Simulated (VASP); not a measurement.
The system is CrI.

```
CELL_PARAMETERS angstrom
2.52953 0.00000 0.00000
-1.26477 2.19064 0.00000
0.00000 0.00000 6.43934
ATOMIC_POSITIONS crystal
Cr 0.00000 0.00000 0.50000
I 0.00000 0.00000 0.00000
```

The cell was generated, and may not be a known phase.

```yaml
Program: VASP 6.6.1
Task: relaxation of cell and atoms
Functional: PBE
Potentials_or_basis: VASP PAW PBE potentials, release 64 (Cr_pv, I)
Cutoff: 600 eV
k_mesh: 9 × 9 × 4
Occupations: gaussian, width 0.1 eV
Spin: collinear spin, ferromagnetic start
Starting_moments: "[3.0, 0.0] μB"
```

At the start: pressure 63.7 GPa; volume 17.84 Å³/atom.

Problem. How do energy, volume and symmetry change on relaxing?

Solution. Over 11 steps the energy falls by 2861.8 meV/atom and the volume is 35.69 Å³/atom (+100.0 %); space group P6/mmm (No. 191, to 0.1 Å) before and after; moment 4.96 μB per cell.

Step by step:
```tsv
step	energy change (eV)	largest force (eV/Å)	pressure (GPa)	volume (Å³)
1	0.0000	0.0000	63.72	35.68
2	-5.0160	0.0000	-4.21	81.08
3	-4.9197	0.0000	-0.15	60.65
4	-5.0164	0.0000	-3.74	77.86
5	-5.6485	0.0000	-0.61	69.68
6	-5.6999	0.0000	1.33	67.57
7	-5.6997	0.0000	1.55	67.36
8	-5.7179	0.0000	0.94	69.84
9	-5.7180	0.0000	0.91	69.98
10	-5.7192	0.0000	-0.77	72.63
11	-5.7235	0.0000	-0.08	71.37
```

Final structure:
```cif
data_structure
_symmetry_space_group_name_H-M 'P 1'
_symmetry_Int_Tables_number 1
_cell_length_a 3.9447
_cell_length_b 3.9447
_cell_length_c 5.2962
_cell_angle_alpha 90.000
_cell_angle_beta 90.000
_cell_angle_gamma 120.000
_cell_volume 71.37
loop_
_atom_site_label
_atom_site_type_symbol
_atom_site_fract_x
_atom_site_fract_y
_atom_site_fract_z
_atom_site_occupancy
Cr1 Cr 0.00000 0.00000 0.50000 1
I1 I 0.00000 0.00000 0.00000 1
```

Caveat: the volume moved by over 15 % at a fixed basis, so the end points are rough.
